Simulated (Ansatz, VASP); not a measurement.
BIr3Pd: VASP beside Ansatz

```xyz
5
Lattice="4.9365 0.0000 0.0000 -2.4683 4.2752 0.0000 0.0000 0.0000 4.0980" Properties=species:S:1:pos:R:3 pbc="T T T"
B     0.0000    0.0000    2.0490
Pd    0.0000    0.0000    0.0000
Ir    2.4683    0.0000    2.0490
Ir   -1.2341    2.1376    2.0490
Ir    1.2341    2.1376    2.0490
```

Alike in both runs: task relaxation of cell and atoms; functional PBE; k mesh 12 × 12 × 10; occupations fermi-dirac, width 0.1 eV; no spin polarisation.

|  | VASP | Ansatz |
| --- | --- | --- |
| version | VASP 6.6.1 | Ansatz 0.2.0 |
| potentials or method | VASP PAW PBE potentials, release 64 (B, Pd, Ir), cutoff 500 eV | scalar-relativistic, plane waves, PAW |
| valence electrons in the cell | 40 | 72 |

VASP gave:

```
gap on the k mesh at the Fermi level, each at its own relaxed structure (eV)  : none
relaxed volume (Å³/atom)                                                      : 17.31
relaxed length of the cell vector where the two differ most in proportion (Å) : 4.098
```

Estimate Ansatz's values.

gap on the k mesh at the Fermi level, each at its own relaxed structure (eV): none; relaxed volume (Å³/atom): 17.28; relaxed length of the cell vector where the two differ most in proportion (Å): 4.096.

A gap of «none» marks a metal or a gap that the smearing closes. VASP's potentials hold 40 valence electrons a cell and Ansatz's 72, so a difference there can come from the potentials and not from the codes.

Spin-orbit coupling is off throughout.
